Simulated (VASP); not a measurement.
# EuTe2 (I4/mcm) in VASP: single point with PBE

Aim: the single point of EuTe2 with PBE.

All numbers are computed with VASP 6.6.1; they aren't measurements. Logs are shortened: lines on timing, memory, paths and dates and some standing lists are left out, and cuts for length are marked.

## 1. The cell of the first run

The structure is tetragonal, space group I4/mcm (No. 140). The conventional cell has a = 6.951 Å, b = 6.951 Å, c = 8.151 Å, α = 90.00°, β = 90.00°, γ = 90.00°. Within 4.4 Å of Eu (site symmetry 422) lie 8 Te at 3.35 Å and 2 Eu at 4.08 Å. Te (site symmetry m2m) has 5 Te at 2.89 to 3.76 Å and 4 Eu at 3.35 Å within 3.8 Å.

## 2. Single point, PBE, collinear spin, ferromagnetic start

INCAR

```
ALGO = Normal
EDIFF = 1E-6
ENCUT = 520
GGA = PE
ISIF = 2
ISMEAR = 0
ISPIN = 2
LASPH = True
LCHARG = False
LMAXMIX = 6
LORBIT = 11
LREAL = False
LWAVE = False
MAGMOM = 6 6 0 0 0 0
NBANDS = 42
NELM = 150
PREC = Accurate
SIGMA = 0.05
```

KPOINTS

```
k-points
0
Gamma
  4 4 4
```

POSCAR

```
EuTe2
1.0
   -3.4757422136      3.4757422136      4.0753561035
    3.4757422136     -3.4757422136      4.0753561035
    3.4757422136      3.4757422136     -4.0753561035
Eu Te
2 4
Direct
    0.7500000000      0.7500000000      0.0000000000
    0.2500000000      0.2500000000      0.0000000000
    0.3532196884      0.1467803116      0.5000000000
    0.6467803116      0.8532196884      0.5000000000
    0.1467803116      0.6467803116      0.7935606232
    0.8532196884      0.3532196884      0.2064393768
```

Potentials or basis: VASP PAW PBE potentials, release 64 (Eu, Te).

On the command line:

```
> cat potpaw_PBE.64/Eu/POTCAR potpaw_PBE.64/Te/POTCAR > POTCAR
> mpirun -np 1 vasp_std > vasp.out
```

OUTCAR:

```text
EDIFF = 1E-6
   ENCUT = 520
   GGA = PE
   ISIF = 2
   ISMEAR = 0
   ISPIN = 2
   LASPH = True
   LORBIT = 11
   LREAL = False
   NELM = 150
   PREC = Accurate

 ion  position               nearest neighbor table
   1  0.750  0.750  0.000-   5 3.35   6 3.35   3 3.35   4 3.35   4 3.35   3 3.35   6 3.35   5 3.35

   2  0.250  0.250  0.000-   5 3.35   6 3.35   4 3.35   3 3.35   3 3.35   4 3.35   5 3.35   6 3.35

   3  0.353  0.147  0.500-   4 2.89   2 3.35   1 3.35   2 3.35   1 3.35
   4  0.647  0.853  0.500-   3 2.89   1 3.35   2 3.35   1 3.35   2 3.35
   5  0.147  0.647  0.794-   6 2.89   2 3.35   1 3.35   2 3.35   1 3.35
   6  0.853  0.353  0.206-   5 2.89   1 3.35   2 3.35   1 3.35   2 3.35

  LATTYP: Found a body centered tetragonal cell.
 ALAT       =     6.9514844272
 C/A-ratio  =     1.1725139130

  Lattice vectors:

 A1 = (  -3.4757422136,   3.4757422136,   4.0753561035)
 A2 = (   3.4757422136,  -3.4757422136,   4.0753561035)
 A3 = (   3.4757422136,   3.4757422136,  -4.0753561035)

Analysis of symmetry for initial positions (statically):
=====================================================================
 Subroutine PRICEL returns:
 Original cell was already a primitive cell.

 Routine SETGRP: Setting up the symmetry group for a
 body centered tetragonal supercell.

 Subroutine GETGRP returns: Found 16 space group operations
 (whereof  8 operations were pure point group operations)
 out of a pool of 16 trial point group operations.

The static configuration has the point symmetry C_4h.
 The point group associated with its full space group is D_4h.

Analysis of symmetry for dynamics (positions and initial velocities):
=====================================================================
 Subroutine PRICEL returns:
 Original cell was already a primitive cell.

 Routine SETGRP: Setting up the symmetry group for a
 body centered tetragonal supercell.

 Subroutine GETGRP returns: Found 16 space group operations
 (whereof  8 operations were pure point group operations)
 out of a pool of 16 trial point group operations.

The dynamic configuration has the point symmetry C_4h.
 The point group associated with its full space group is D_4h.

Analysis of structural, dynamic, and magnetic symmetry:
=====================================================================
 Subroutine PRICEL returns:
 Original cell was already a primitive cell.

 Routine SETGRP: Setting up the symmetry group for a
 body centered tetragonal supercell.

 Subroutine GETGRP returns: Found 16 space group operations
 (whereof  8 operations were pure point group operations)
 out of a pool of 16 trial point group operations.

The overall configuration has the point symmetry C_4h.
 The point group associated with its full space group is D_4h.

 Subroutine INISYM returns: Found 16 space group operations
 (whereof  8 operations are pure point group operations),
 and found     1 'primitive' translations

----------------------------------------------------------------------------------------

                                     Primitive cell

  volume of cell :     196.9340

  direct lattice vectors                    reciprocal lattice vectors
    -3.475742214  3.475742214  4.075356103     0.000000000  0.143854167  0.122688665
     3.475742214 -3.475742214  4.075356103     0.143854167  0.000000000  0.122688665
     3.475742214  3.475742214 -4.075356103     0.143854167  0.143854167  0.000000000

  length of vectors
     6.385146454  6.385146454  6.385146454     0.189067527  0.189067527  0.203440514

  position of ions in fractional coordinates (direct lattice)
     0.750000000  0.750000000  0.000000000
     0.250000000  0.250000000  0.000000000
     0.353219688  0.146780312  0.500000000
     0.646780312  0.853219688  0.500000000
     0.146780312  0.646780312  0.793560623
     0.853219688  0.353219688  0.206439377

  ion indices of the primitive-cell ions
   primitive index   ion index
                 1           1
                 2           2
                 3           3
                 4           4
[... 42 lines left out ...]
 -0.250000 -0.250000  0.250000      2.000000
  0.500000  0.500000  0.500000      1.000000
   k-points           NKPTS =     13   k-points in BZ     NKDIM =     13   number of bands    NBANDS=     42
   number of dos      NEDOS =    301   number of ions     NIONS =      6
   total plane-waves  NPLWV = 110592
   dimension x,y,z NGX =    48 NGY =   48 NGZ =   48
   dimension x,y,z NGXF=    96 NGYF=   96 NGZF=   96
   ions per type =               2   4
   NGX,Y,Z   is equivalent  to a cutoff of  12.50, 12.50, 12.50 a.u.
   NGXF,Y,Z  is equivalent  to a cutoff of  24.99, 24.99, 24.99 a.u.
 SYSTEM =  unknown system
   PREC   = accura    normal or accurate (medium, high low for compatibility)
   ISTART =      0    job   : 0-new  1-cont  2-samecut
   ICHARG =      2    charge: 1-file 2-atom 10-const
   ISPIN  =      2    spin polarized calculation?
   LNONCOLLINEAR =      F non collinear calculations
   LSORBIT =      F    spin-orbit coupling
   LASPH  =      T    aspherical Exc in radial PAW
   ENCUT  =  520.0 eV  38.22 Ry    6.18 a.u.  11.87 11.87 11.87*2*pi/ulx,y,z
   NELM   =    150;   NELMIN=  2; NELMDL= -5     # of ELM steps
   EDIFF  = 0.1E-05   stopping-criterion for ELM
   LREAL  =      F    real-space projection
   EDIFFG = 0.1E-04   stopping-criterion for IOM
   NSW    =      0    number of steps for IOM
   IBRION =     -1    ionic relax: 0-MD 1-quasi-New 2-CG
   NFREE  =      0    steps in history (QN), initial steepest desc. (CG)
   ISIF   =      2    stress and relaxation
   ISYM   =      2    0-nonsym 1-usesym 2-fastsym
   POTIM  = 0.5000    time-step for ionic-motion
   TEBEG  =    0.0;   TEEND  =   0.0 temperature during run
   PSTRESS=    0.0 pullay stress
   NELECT =      58.0000    total number of electrons
   NUPDOWN=      -1.0000    fix difference up-down
   EMIN   =  10.00;   EMAX   =-10.00  energy-range for DOS
   EFERMI =   0.00;   METHOD = LEGACY
   ISMEAR =     0;   SIGMA  =   0.05  broadening in eV -4-tet -1-fermi 0-gaus
   EFERMI_NEDOS =   21; number of points for ismear=-14 and -15
   IALGO  =     38    algorithm
   IMIX   =      4    mixing-type and parameters
     AMIX     =   0.40;   BMIX     =  1.00
     AMIX_MAG =   1.60;   BMIX_MAG =  1.00
  volume/ion in A,a.u.               =      32.82       221.50
  Fermi-wavevector in a.u.,A,eV,Ry     =   1.089207  2.058304 16.141583  1.186373
  Thomas-Fermi vector in A             =   2.225406
   LORBIT       =     11    0 simple, 1 ext, 2 COOP (PROOUT), +10 PAW based schemes
   GGA     = PE    functional components
   LHFCALC =     F    Hartree Fock is set to
   AEXX    =    0.0000 exact exchange contribution
   IVDW    =     0    specifies the selected vdW correction
   LEPSILON=     F    determine dielectric tensor
   LRPA    =     F    only Hartree local field effects (RPA)
 spin polarized calculation
 Gauss-broadening in eV      SIGMA  =   0.05
  energy-cutoff  :      520.00
  volume of cell :      196.93
 maximum number of plane-waves:      5320
   NGX = 23   NGY = 23   NGZ = 23

 number of electron      57.9999996 magnetization      13.9170226

 Free energy of the ion-electron system (eV)
  ---------------------------------------------------
  ext. energy  EPLUGINS =         0.00000000
  ---------------------------------------------------
  free energy    TOTEN  =       -42.27144244 eV

  energy without entropy =      -42.26837979  energy(sigma->0) =      -42.26991111

 E-fermi :   5.3757     XC(G=0):  -9.4021

 val. band max:        5.3604549933   @ k =  -0.2500   0.2500   0.0000
 cond. band min:       5.3920041028   @ k =  -0.2500   0.5000   0.2500
 fundamental gap:      0.0315491094
 Fermi energy:         5.3756893209

 spin component 1

 k-point     1 :       0.0000    0.0000    0.0000
  band No.  band energies     occupation
      1     -36.0748      1.00000
      2     -36.0675      1.00000
      3     -14.9747      1.00000
      4     -14.8544      1.00000
      5     -14.8544      1.00000
      6     -14.8527      1.00000
[... 561 lines left out ...]
     40       7.5453      0.00000
     41       7.6840      0.00000
 Fermi energy:         5.3756893209

 spin component 2

 k-point     1 :       0.0000    0.0000    0.0000
  band No.  band energies     occupation
      1     -32.9992      1.00000
      2     -32.9892      1.00000
      3     -12.7913      1.00000
      4     -12.6450      1.00000
      5     -12.6450      1.00000
      6     -12.6423      1.00000
[... 561 lines left out ...]
     40       9.9361      0.00000
     41       9.9380      0.00000
 [bands above 41 left out]

------------------------ aborting loop because EDIFF is reached ----------------------------------------

  FORCE on cell =-STRESS in cart. coord.  units (eV):
  Direction    XX          YY          ZZ          XY          YZ          ZX
  --------------------------------------------------------------------------------------
  -------------------------------------------------------------------------------------
  Total       -0.1006269     -0.1006269     -0.2740344      0.0000000      0.0000000      0.0000000
  in kB       -0.8186605     -0.8186605     -2.2294362      0.0000000      0.0000000      0.0000000
  external PRESSURE =      -1.2889191 kB  Pullay stress =       0.0000000 kB

 VOLUME and BASIS-vectors are now :
 -----------------------------------------------------------------------------
  energy-cutoff  :      520.00
  volume of cell :      196.93
      direct lattice vectors                 reciprocal lattice vectors
    -3.475742214  3.475742214  4.075356103     0.000000000  0.143854167  0.122688665
     3.475742214 -3.475742214  4.075356103     0.143854167  0.000000000  0.122688665
     3.475742214  3.475742214 -4.075356103     0.143854167  0.143854167  0.000000000

 POSITION                                       TOTAL-FORCE (eV/Angst)
 -----------------------------------------------------------------------------------
      0.00000      0.00000      6.11303        -0.000000      0.000000      0.000000
      0.00000      0.00000      2.03768         0.000000      0.000000      0.000000
      1.02034      2.45540      0.00000         0.006002     -0.006002      0.000000
      2.45540      1.02034      4.07536        -0.006002      0.006002      0.000000
      4.49608      1.02034     -0.00000         0.006002      0.006002      0.000000
     -1.02034      2.45540      4.07536        -0.006002     -0.006002     -0.000000
 -----------------------------------------------------------------------------------
    total drift:                               -0.000000     -0.000000      0.000000

  FREE ENERGIE OF THE ION-ELECTRON SYSTEM (eV)
  ---------------------------------------------------
  free  energy   TOTEN  =       -42.2714424420 eV

  energy  without entropy=      -42.2683797862  energy(sigma->0) =      -42.26991111

 total charge

# of ion       s       p       d       f       tot
--------------------------------------------------
    1        2.029   5.745   0.309   6.645  14.727
    2        2.029   5.745   0.309   6.645  14.727
    3        1.376   1.982   0.026   0.000   3.384
    4        1.376   1.982   0.026   0.000   3.384
    5        1.376   1.982   0.026   0.000   3.384
    6        1.376   1.982   0.026   0.000   3.384
--------------------------------------------------
tot          9.561  19.419   0.723  13.289  42.993

 magnetization (x)

# of ion       s       p       d       f       tot
--------------------------------------------------
    1       -0.013  -0.114   0.071   6.618   6.562
    2       -0.013  -0.114   0.071   6.618   6.562
    3        0.000  -0.013   0.004   0.000  -0.009
    4        0.000  -0.013   0.004   0.000  -0.009
    5        0.000  -0.013   0.004   0.000  -0.009
    6        0.000  -0.013   0.004   0.000  -0.009
--------------------------------------------------
tot         -0.025  -0.280   0.158  13.236  13.090
```

It took 5.1 min on 1 thread of Intel Xeon Platinum 8375C at 2.90GHz (Ice Lake), shared host; peak memory 0.5 GiB.

Results:

- Free energy: -42.2714 eV
- Pressure: -0.1 GPa
- Largest force: 0.008 eV/Å
- Net moment: 13.92 μB per cell
- Site moments: Eu +6.56; Te -0.01 μB
- Valence electrons inside the program's atomic spheres: Eu 14.73; Te 3.38

Forces on the atoms (eV/Å):
```
Eu   0.000  0.000  0.000
Eu   0.000  0.000  0.000
Te   0.006 -0.006  0.000
Te  -0.006  0.006  0.000
Te   0.006  0.006  0.000
Te  -0.006 -0.006  0.000
```

Stress tensor (GPa, compression positive):
```
-0.08  0.00  0.00
 0.00 -0.08  0.00
 0.00  0.00 -0.22
```

Levels at points of the mesh, in eV from the Fermi level:
Spin up:
| k point | band 32 | band 33 | band 34 | band 35 | band 36 | band 37 | band 38 | band 39 | band 40 | band 41 |
| --- | --- | --- | --- | --- | --- | --- | --- | --- | --- | --- |
| (0.00, 0.00, 0.00) | -0.26 | -0.24 | -0.24 | -0.18 | -0.12 | 0.33 | 1.61 | 1.61 | 2.15 | 2.61 |
| (0.50, 0.00, 0.00) | -0.26 | -0.24 | -0.24 | -0.18 | -0.18 | 0.18 | 0.18 | 2.17 | 2.17 | 2.47 |
| (0.50, 0.50, 0.00) | -0.26 | -0.26 | -0.25 | -0.15 | -0.14 | -0.06 | 1.13 | 1.20 | 2.79 | 2.81 |
| (0.50, 0.50, 0.50) | -0.23 | -0.22 | -0.22 | -0.18 | 0.36 | 1.33 | 1.33 | 1.97 | 2.17 | 2.31 |
Spin down:
| k point | band 18 | band 19 | band 20 | band 21 | band 22 | band 23 | band 24 | band 25 | band 26 | band 27 |
| --- | --- | --- | --- | --- | --- | --- | --- | --- | --- | --- |
| (0.00, 0.00, 0.00) | -2.96 | -2.14 | -2.14 | -1.98 | -0.75 | 0.91 | 1.62 | 1.62 | 2.75 | 3.22 |
| (0.50, 0.00, 0.00) | -2.53 | -1.87 | -1.87 | -1.60 | -1.60 | 0.16 | 0.16 | 2.54 | 2.54 | 2.96 |
| (0.50, 0.50, 0.00) | -3.06 | -2.57 | -2.15 | -1.77 | -1.26 | 0.10 | 1.00 | 1.65 | 3.20 | 3.50 |
| (0.50, 0.50, 0.50) | -2.95 | -2.25 | -1.39 | -1.39 | -0.23 | 1.34 | 1.34 | 2.52 | 2.58 | 3.03 |

Caveat: spin-orbit coupling is left out, which moves the levels of the heavy elements; semilocal functionals describe open f shells poorly, which spoils levels, moments and volumes.
